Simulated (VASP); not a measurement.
# P (Fd-3m) in VASP: a series of runs

P is run at these levels: r2SCAN; tasks: single point, relaxation of cell and atoms.

Everything below comes from runs of VASP 6.6.1. Logs are shortened: lines on timing, memory, paths and dates and some standing lists are left out, and cuts for length are marked.

### 1 The cell of the first run

It takes space group Fd-3m (No. 227, cubic). Conventional cell: a = 5.632 Å, b = 5.632 Å, c = 5.632 Å, α = 90.00°, β = 90.00°, γ = 90.00°. P (site symmetry -43m) has 4 P at 2.44 Å within 3.2 Å.

This isn't the form of P at room conditions, which is orthorhombic.

### 2 Single point, r2SCAN (22.33 Å³/atom)

POSCAR

```
P
1.0
    0.0000000000      2.8159124062      2.8159124062
    2.8159124062      0.0000000000      2.8159124062
    2.8159124062      2.8159124062      0.0000000000
P
2
Direct
    0.1250000000      0.1250000000      0.1250000000
    0.8750000000      0.8750000000      0.8750000000
```

INCAR.step1

```
PREC = Accurate ; ENCUT = 520
ISMEAR = -1 ; SIGMA = 0.1
LREAL = F ; LASPH = T
NELM = 100 ; NBANDS = 12
GGA = PE ; ALGO = Normal
EDIFF = 1E-4 ; LWAVE = T
LCHARG = F
```

INCAR.step2

```
PREC = Accurate ; ENCUT = 520
EDIFF = 1E-7 ; ISMEAR = -1
SIGMA = 0.1 ; LREAL = F
LASPH = T ; NELM = 100
ALGO = Normal ; ISIF = 2
LWAVE = F ; LCHARG = F
METAGGA = R2SCAN ; LMIXTAU = T
NBANDS = 12 ; ISTART = 1
```

KPOINTS

```
regular mesh
0
Gamma
  11 11 11
```

Potentials or basis: VASP PAW PBE potentials, release 64 (P).

On the command line:

```console
$ cat potpaw_PBE.64/P/POTCAR > POTCAR
$ cp INCAR.step1 INCAR
$ mpirun -np 1 vasp_std > vasp.out
$ cp INCAR.step2 INCAR
$ mpirun -np 1 vasp_std > vasp.out
```

OUTCAR:

```text
PREC = Accurate
   ENCUT = 520
   EDIFF = 1E-7
   ISMEAR = -1
   LREAL = F
   LASPH = T
   NELM = 100
   ISIF = 2
   METAGGA = R2SCAN
   ISTART = 1

 ion  position               nearest neighbor table
   1  0.125  0.125  0.125-   2 2.44   2 2.44   2 2.44   2 2.44
   2  0.875  0.875  0.875-   1 2.44   1 2.44   1 2.44   1 2.44

  LATTYP: Found a face centered cubic cell.
 ALAT       =     5.6318248124

  Lattice vectors:

 A1 = (   0.0000000000,   2.8159124062,   2.8159124062)
 A2 = (   2.8159124062,   0.0000000000,   2.8159124062)
 A3 = (   2.8159124062,   2.8159124062,   0.0000000000)

Analysis of symmetry for initial positions (statically):
=====================================================================
 Subroutine PRICEL returns:
 Original cell was already a primitive cell.

 Routine SETGRP: Setting up the symmetry group for a
 face centered cubic supercell.

 Subroutine GETGRP returns: Found 48 space group operations
 (whereof 12 operations were pure point group operations)
 out of a pool of 48 trial point group operations.

The static configuration has the point symmetry D_3d.
 The point group associated with its full space group is O_h .

Analysis of symmetry for dynamics (positions and initial velocities):
=====================================================================
 Subroutine PRICEL returns:
 Original cell was already a primitive cell.

 Routine SETGRP: Setting up the symmetry group for a
 face centered cubic supercell.

 Subroutine GETGRP returns: Found 48 space group operations
 (whereof 12 operations were pure point group operations)
 out of a pool of 48 trial point group operations.

The dynamic configuration has the point symmetry D_3d.
 The point group associated with its full space group is O_h .

 Subroutine INISYM returns: Found 48 space group operations
 (whereof 12 operations are pure point group operations),
 and found     1 'primitive' translations

----------------------------------------------------------------------------------------

                                     Primitive cell

  volume of cell :      44.6568

  direct lattice vectors                    reciprocal lattice vectors
     0.000000000  2.815912406  2.815912406    -0.177562341  0.177562341  0.177562341
     2.815912406  0.000000000  2.815912406     0.177562341 -0.177562341  0.177562341
     2.815912406  2.815912406  0.000000000     0.177562341  0.177562341 -0.177562341

  length of vectors
     3.982301515  3.982301515  3.982301515     0.307546997  0.307546997  0.307546997

  position of ions in fractional coordinates (direct lattice)
     0.125000000  0.125000000  0.125000000
     0.875000000  0.875000000  0.875000000

  ion indices of the primitive-cell ions
   primitive index   ion index
                 1           1
                 2           2

----------------------------------------------------------------------------------------

 KPOINTS: regular mesh

Automatic generation of k-mesh.
 Grid dimensions read from file:
 generate k-points for:   11   11   11

 Generating k-lattice:

  Cartesian coordinates                     Fractional coordinates (reciprocal lattice)
    -0.016142031  0.016142031  0.016142031     0.090909091  0.000000000  0.000000000
     0.016142031 -0.016142031  0.016142031     0.000000000  0.090909091  0.000000000
     0.016142031  0.016142031 -0.016142031     0.000000000  0.000000000  0.090909091

  Length of vectors
     0.027958818  0.027958818  0.027958818

  Shift w.r.t. Gamma in fractional coordinates (k-lattice)
     0.000000000  0.000000000  0.000000000

 Subroutine IBZKPT returns following result:
 ===========================================

 Found     56 irreducible k-points:

 Following reciprocal coordinates:
            Coordinates               Weight
  0.000000  0.000000  0.000000      1.000000
  0.090909  0.000000  0.000000      8.000000
  0.181818  0.000000  0.000000      8.000000
  0.272727  0.000000  0.000000      8.000000
  0.363636  0.000000  0.000000      8.000000
  0.454545  0.000000  0.000000      8.000000
[... 16 lines left out ...]
 -0.272727  0.181818  0.000000     24.000000
 -0.181818  0.181818  0.000000     12.000000
 [... further k-points ...]
   k-points           NKPTS =     56   k-points in BZ     NKDIM =     56   number of bands    NBANDS=     12
   number of dos      NEDOS =    301   number of ions     NIONS =      2
   total plane-waves  NPLWV =  27000
   dimension x,y,z NGX =    30 NGY =   30 NGZ =   30
   dimension x,y,z NGXF=    60 NGYF=   60 NGZF=   60
   ions per type =               2
   NGX,Y,Z   is equivalent  to a cutoff of  12.52, 12.52, 12.52 a.u.
   NGXF,Y,Z  is equivalent  to a cutoff of  25.05, 25.05, 25.05 a.u.
 SYSTEM =  unknown system
   PREC   = accura    normal or accurate (medium, high low for compatibility)
   ISTART =      1    job   : 0-new  1-cont  2-samecut
   ICHARG =      0    charge: 1-file 2-atom 10-const
   ISPIN  =      1    spin polarized calculation?
   LNONCOLLINEAR =      F non collinear calculations
   LSORBIT =      F    spin-orbit coupling
   LASPH  =      T    aspherical Exc in radial PAW
   ENCUT  =  520.0 eV  38.22 Ry    6.18 a.u.   7.40  7.40  7.40*2*pi/ulx,y,z
   NELM   =    100;   NELMIN=  2; NELMDL=  0     # of ELM steps
   EDIFF  = 0.1E-06   stopping-criterion for ELM
   LREAL  =      F    real-space projection
   EDIFFG = 0.1E-05   stopping-criterion for IOM
   NSW    =      0    number of steps for IOM
   IBRION =     -1    ionic relax: 0-MD 1-quasi-New 2-CG
   NFREE  =      0    steps in history (QN), initial steepest desc. (CG)
   ISIF   =      2    stress and relaxation
   ISYM   =      2    0-nonsym 1-usesym 2-fastsym
   POTIM  = 0.5000    time-step for ionic-motion
   TEBEG  =    0.0;   TEEND  =   0.0 temperature during run
   PSTRESS=    0.0 pullay stress
   NELECT =      10.0000    total number of electrons
   NUPDOWN=      -1.0000    fix difference up-down
   EMIN   =  10.00;   EMAX   =-10.00  energy-range for DOS
   EFERMI =   0.00;   METHOD = LEGACY
   ISMEAR =    -1;   SIGMA  =   0.10  broadening in eV -4-tet -1-fermi 0-gaus
   EFERMI_NEDOS =   21; number of points for ismear=-14 and -15
   IALGO  =     38    algorithm
   IMIX   =      4    mixing-type and parameters
     AMIX     =   0.40;   BMIX     =  1.00
     AMIX_MAG =   1.60;   BMIX_MAG =  1.00
  volume/ion in A,a.u.               =      22.33       150.68
  Fermi-wavevector in a.u.,A,eV,Ry     =   0.994136  1.878644 13.446718  0.988306
  Thomas-Fermi vector in A             =   2.126066
   LORBIT       =      0    0 simple, 1 ext, 2 COOP (PROOUT), +10 PAW based schemes
   METAGGA = R2SCAN    functional components
   LHFCALC =     F    Hartree Fock is set to
   AEXX    =    0.0000 exact exchange contribution
   IVDW    =     0    specifies the selected vdW correction
   LEPSILON=     F    determine dielectric tensor
   LRPA    =     F    only Hartree local field effects (RPA)
 non-spin polarized calculation
  energy-cutoff  :      520.00
  volume of cell :       44.66
 maximum number of plane-waves:      1243
 NGX is ok and might be reduce to    30
   NGX = 15   NGY = 15   NGZ = 15

 number of electron       9.9999998 magnetization

 Free energy of the ion-electron system (eV)
  ---------------------------------------------------
  ext. energy  EPLUGINS =         0.00000000
  ---------------------------------------------------
  free energy    TOTEN  =       -16.58118465 eV

  energy without entropy =      -16.54755906  energy(sigma->0) =      -16.56437185

 E-fermi :   5.0180     XC(G=0):  -9.6512

 val. band max:        5.0126995587   @ k =   0.0909   0.0909   0.0000
 cond. band min:       5.0663592611   @ k =   0.4545   0.3636   0.0909
 fundamental gap:      0.0536597024
 Fermi energy:         5.0179570263

 k-point     1 :       0.0000    0.0000    0.0000
  band No.  band energies     occupation
      1     -10.0888      2.00000
      2       0.9643      2.00000
      3       2.0013      2.00000
      4       2.0013      2.00000
      5       2.0013      2.00000
      6       5.2216      0.23096
      7       5.2216      0.23096
      8       5.2216      0.23096
      9      11.3913      0.00000
     10      12.3485      0.00000
     11      12.3485      0.00000
     12      15.7057      0.00000

 k-point     2 :       0.0909    0.0000    0.0000
  band No.  band energies     occupation
      1      -9.9974      2.00000
      2      -0.0674      2.00000
      3       1.8802      2.00000
      4       1.8802      2.00000
      5       2.6721      2.00000
      6       5.4076      0.03982
      7       5.4076      0.03982
      8       5.4873      0.01814
      9      11.7441      0.00000
     10      12.1070      0.00000
     11      12.1070      0.00000
     12      15.3985      0.00000

 k-point     3 :       0.1818    0.0000    0.0000
  band No.  band energies     occupation
      1      -9.7290      2.00000
      2      -1.5259      2.00000
      3       1.6081      2.00000
      4       1.6081      2.00000
      5       2.9906      2.00000
      6       5.8293      0.00060
      7       5.8293      0.00060
      8       6.4446      0.00000
      9      11.7969      0.00000
     10      11.7969      0.00000
     11      12.5144      0.00000
     12      15.0386      0.00000
[... 286 lines left out ...]
 k-point    23 :      -0.2727    0.1818    0.0000
  band No.  band energies     occupation
      1      -8.6646      2.00000
      2      -4.0674      2.00000
      3      -0.3830      2.00000
      4       1.0877      2.00000
      5       4.1816      1.99953
      6       6.8046      0.00000
      7       6.8770      0.00000
      8       8.2123      0.00000
      9      11.2141      0.00000
     10      12.9183      0.00000
     11      14.0193      0.00000
     12      16.2080      0.00000

 k-point    24 :      -0.1818    0.1818    0.0000
  band No.  band energies     occupation
      1      -9.1557      2.00000
      2      -3.0821      2.00000
      3       0.0748      2.00000
      4       1.4038      2.00000
      5       4.0482      1.99988
      6       6.2731      0.00001
      7       6.4190      0.00000
      8       7.6282      0.00000
      9      10.9697      0.00000
     10      12.8957      0.00000
     11      13.4733      0.00000
     12      16.1482      0.00000

 [... further k-points ...]
[... 5 lines left out ...]
  --------------------------------------------------------------------------------------
  -------------------------------------------------------------------------------------
  Total       -1.2009772     -1.2009772     -1.2009772      0.0000000      0.0000000      0.0000000
  in kB      -43.0881561    -43.0881561    -43.0881561      0.0000000      0.0000000      0.0000000
  external PRESSURE =     -43.0881561 kB  Pullay stress =       0.0000000 kB

 VOLUME and BASIS-vectors are now :
 -----------------------------------------------------------------------------
  energy-cutoff  :      520.00
  volume of cell :       44.66
      direct lattice vectors                 reciprocal lattice vectors
     0.000000000  2.815912406  2.815912406    -0.177562341  0.177562341  0.177562341
     2.815912406  0.000000000  2.815912406     0.177562341 -0.177562341  0.177562341
     2.815912406  2.815912406  0.000000000     0.177562341  0.177562341 -0.177562341

 POSITION                                       TOTAL-FORCE (eV/Angst)
 -----------------------------------------------------------------------------------
      0.70398      0.70398      0.70398        -0.000000     -0.000000      0.000000
      4.92785      4.92785      4.92785         0.000000      0.000000     -0.000000
 -----------------------------------------------------------------------------------
    total drift:                               -0.000000      0.000000      0.000000

  FREE ENERGIE OF THE ION-ELECTRON SYSTEM (eV)
  ---------------------------------------------------
  free  energy   TOTEN  =       -16.5811846544 eV

  energy  without entropy=      -16.5475590552  energy(sigma->0) =      -16.56437185
```

It took 59 s on 1 thread of Intel Xeon 6975P-C (Granite Rapids), shared host; peak memory 0.16 GiB.

What came out:

```yaml
Free_energy: -16.5812 eV
Pressure: -4.3 GPa
Band_gap_on_the_k_mesh: zero (bands 5 and 6 overlap by 1.54 eV)
```

Caveat: the cell stands under tension; the PAW data sets were made with another functional, which shifts forces and pressure a little.

### 3 Single point, r2SCAN

This run uses another cell than the first one, of 19.94 Å³/atom.

POSCAR

```
P
1.0
    0.0000000000      2.7115220075      2.7115220075
    2.7115220075      0.0000000000      2.7115220075
    2.7115220075      2.7115220075      0.0000000000
P
2
Direct
    0.1250000000      0.1250000000      0.1250000000
    0.8750000000      0.8750000000      0.8750000000
```

INCAR.step1

```
  ALGO = Normal
  EDIFF = 1E-4
  ENCUT = 520
  GGA = PE
  ISMEAR = -1
  LASPH = True
  LCHARG = False
  LREAL = False
  LWAVE = True
  NBANDS = 12
  NELM = 100
  PREC = Accurate
  SIGMA = 0.1
```

INCAR.step2

```
  ALGO = Normal
  EDIFF = 1E-6
  ENCUT = 520
  ISIF = 2
  ISMEAR = -1
  ISTART = 1
  LASPH = True
  LCHARG = True
  LELF = True
  LMIXTAU = True
  LREAL = False
  LVHAR = True
  LWAVE = False
  METAGGA = R2SCAN
  NBANDS = 12
  NELM = 100
  PREC = Accurate
  SIGMA = 0.1
```

KPOINTS

```
k-points
0
Gamma
  16 16 16
```

Potentials or basis: VASP PAW PBE potentials, release 64 (P).

On the command line:

```console
$ cat potpaw_PBE.64/P/POTCAR > POTCAR
$ cp INCAR.step1 INCAR
$ mpirun -np 1 vasp_std > vasp.out
$ cp INCAR.step2 INCAR
$ mpirun -np 1 vasp_std > vasp.out
```

Wall time 1.9 min (1 thread of Intel Xeon 6975P-C (Granite Rapids), shared host); peak memory 0.19 GiB.

Results (log left out):

```yaml
Free_energy: -16.6337 eV
Pressure: 0.0 GPa
Band_gap_on_the_k_mesh: zero (bands 5 and 6 overlap by 2.98 eV)
```

Levels at points of the mesh, in eV from the Fermi level:
| k point | band 1 | band 2 | band 3 | band 4 | band 5 | band 6 | band 7 | band 8 | band 9 | band 10 |
| --- | --- | --- | --- | --- | --- | --- | --- | --- | --- | --- |
| (0.00, 0.00, 0.00) | -16.19 | -3.47 | -3.47 | -3.47 | -3.22 | -0.06 | -0.06 | -0.06 | 6.56 | 7.04 |
| (0.50, 0.00, 0.00) | -14.17 | -10.69 | -4.60 | -4.60 | -2.41 | 1.29 | 1.29 | 6.16 | 8.79 | 9.21 |
| (0.50, 0.50, 0.00) | -12.31 | -12.31 | -5.98 | -5.98 | -1.28 | -1.28 | 6.26 | 6.26 | 9.30 | 9.30 |

Caveat: the PAW data sets were made with another functional, which shifts forces and pressure a little.

### 4 Relaxation of cell and atoms, r2SCAN

This run uses another cell than the first one, of 20.55 Å³/atom.

POSCAR

```
P
1.0
    0.0000000000      2.7391031705      2.7391031705
    2.7391031705      0.0000000000      2.7391031705
    2.7391031705      2.7391031705      0.0000000000
P
2
Direct
    0.1250000000      0.1250000000      0.1250000000
    0.8750000000      0.8750000000      0.8750000000
```

INCAR.step1

```
SYSTEM = P
PREC = Accurate ; ENCUT = 600
ISMEAR = -1 ; SIGMA = 0.1
LREAL = .FALSE. ; LASPH = .TRUE.
NELM = 60 ; GGA = PE
ALGO = Normal ; EDIFF = 1E-4
LWAVE = .TRUE. ; LCHARG = .FALSE.
```

INCAR.step2

```
SYSTEM = P
PREC = Accurate ; ENCUT = 600
EDIFF = 1E-6 ; ISMEAR = -1
SIGMA = 0.1 ; LREAL = .FALSE.
LASPH = .TRUE. ; NELM = 60
ALGO = Normal ; ISIF = 3
LWAVE = .FALSE. ; LCHARG = .FALSE.
METAGGA = R2SCAN ; LMIXTAU = .TRUE.
IBRION = 2 ; NSW = 80
EDIFFG = -0.01 ; ISTART = 1
```

KPOINTS

```
regular mesh
0
G
  10 10 10
  0 0 0
```

On the command line:

```console
$ cat potpaw_PBE.64/P/POTCAR > POTCAR
$ cp INCAR.step1 INCAR
$ mpirun -np 1 vasp_std > vasp.out
$ cp INCAR.step2 INCAR
$ mpirun -np 1 vasp_std > vasp.out
```

Wall time 58 s (1 thread of Intel Xeon 6975P-C (Granite Rapids), shared host); peak memory 0.18 GiB.

It converged, with:

```yaml
Free_energy: -16.6402 eV
Relaxed_volume: 19.88 Å³/atom
Relaxed_cell: a = 3.831 Å, b = 3.831 Å, c = 3.831 Å, α = 60.00°, β = 60.00°, γ = 60.00°
Space_group_after_relaxing_to_0.1_Å: Fd-3m (No. 227)
Energy_gained_by_relaxing: 3.0 meV/atom
Ionic_steps: 3
Pressure_after_relaxing: 0.0 GPa
Band_gap_on_the_k_mesh: zero (bands 5 and 6 overlap by 2.31 eV)
```

Step by step:
| step | energy change (eV) | largest force (eV/Å) | pressure (GPa) | volume (Å³) |
| --- | --- | --- | --- | --- |
| 1 | 0.0000 | 0.0000 | -1.40 | 41.10 |
| 2 | -0.0057 | 0.0000 | -0.31 | 40.04 |
| 3 | -0.0060 | 0.0000 | 0.01 | 39.76 |

Final structure:
```yaml
crystal:
  lattice:
    - [0.00000, 2.70907, 2.70907]
    - [2.70907, 0.00000, 2.70907]
    - [2.70907, 2.70907, 0.00000]
  atoms:
    - { symbol: P, position: [0.12500, 0.12500, 0.12500] }
    - { symbol: P, position: [0.87500, 0.87500, 0.87500] }
```

Levels at points of the mesh, in eV from the Fermi level:
```
           k point  band 1  band 2  band 3  band 4  band 5  band 6  band 7  band 8  band 9
(0.00, 0.00, 0.00)  -16.14   -3.40   -3.40   -3.40   -3.12    0.01    0.01    0.01    6.65
(0.50, 0.00, 0.00)  -14.11  -10.63   -4.53   -4.53   -2.33    1.37    1.37    6.25    8.87
(0.50, 0.50, 0.00)  -12.24  -12.24   -5.92   -5.92   -1.21   -1.21    6.36    6.36    9.40
```

Caveat: the PAW data sets were made with another functional, which shifts forces and pressure a little.

### 5 Summary

```tsv
task	cell	k mesh	cutoff (eV)	gap on the mesh (eV)	pressure (GPa)
single point	a = 3.982 Å, angles 60.0°, 2 atoms	11 × 11 × 11	520	none	-4.3
single point	a = 3.835 Å, angles 60.0°, 2 atoms	16 × 16 × 16	520	none	0.0
relaxation of cell and atoms	relaxed from a = 3.874 Å, angles 60.0°, 2 atoms	10 × 10 × 10	600	none	0.0
```

Alike in all rows: level r2SCAN; potentials or basis VASP PAW PBE potentials, release 64 (P); no spin polarisation; smearing fermi-dirac 0.1 eV.

Caveats: the PAW data sets were made with another functional, which shifts forces and pressure a little; the cell stands under tension (at least some runs).

Total energies depend on the potentials used, so only differences within one code and one set of settings carry meaning.

The gap in the log of VASP goes by the Fermi energy; the results here count the filled bands.